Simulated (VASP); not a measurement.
The system is Si4BW.

```
Si B W
1.0
     4.45180    0.00000    0.00000
    -2.22590    3.85537    0.00000
     0.00000    0.00000    4.67895
Si B W
4 1 1
Direct
  0.33333 0.66667 0.24914
  0.33333 0.66667 0.75086
  0.66667 0.33333 0.75086
  0.66667 0.33333 0.24914
  0.00000 0.00000 0.50000
  0.00000 0.00000 0.00000
```

The cell was built from a structure type or drawn by symmetry, and may not be a known phase.

| Property | Result |
| --- | --- |
| Program | VASP 6.6.1 |
| Task | relaxation of cell and atoms |
| Functional | PBE |
| Potentials or basis | VASP PAW PBE potentials, release 64 (Si, B, W_sv) |
| Cutoff | 600 eV |
| k mesh | 12 × 12 × 8 |
| Occupations | gaussian, width 0.1 eV |
| Spin | no spin polarisation |

At the start: pressure -0.2 GPa; volume 13.38 Å³/atom.

Question: Where does the relaxation end?

Answer: Over 5 steps the energy falls by 4.4 meV/atom and the volume is 13.27 Å³/atom (-0.8 %); space group P6/mmm (No. 191, to 0.1 Å) before and after.

The path:
| step | energy change (eV) | largest force (eV/Å) | pressure (GPa) | volume (Å³) |
| --- | --- | --- | --- | --- |
| 1 | 0.0000 | 0.1419 | -0.21 | 80.31 |
| 2 | -0.0252 | 0.0076 | -0.92 | 80.09 |
| 3 | -0.0253 | 0.0004 | -0.89 | 80.10 |
| 4 | -0.0257 | 0.0160 | 0.76 | 79.24 |
| 5 | -0.0266 | 0.0090 | 0.00 | 79.63 |

Final structure:
```yaml
crystal:
  lattice:
    - [4.40423, 0.00000, 0.00000]
    - [-2.20211, 3.81417, 0.00000]
    - [0.00000, 0.00000, 4.74048]
  atoms:
    - { symbol: Si, position: [0.33333, 0.66667, 0.25058] }
    - { symbol: Si, position: [0.33333, 0.66667, 0.74942] }
    - { symbol: Si, position: [0.66667, 0.33333, 0.74942] }
    - { symbol: Si, position: [0.66667, 0.33333, 0.25058] }
    - { symbol: B, position: [0.00000, 0.00000, 0.50000] }
    - { symbol: W, position: [0.00000, 0.00000, 0.00000] }
```
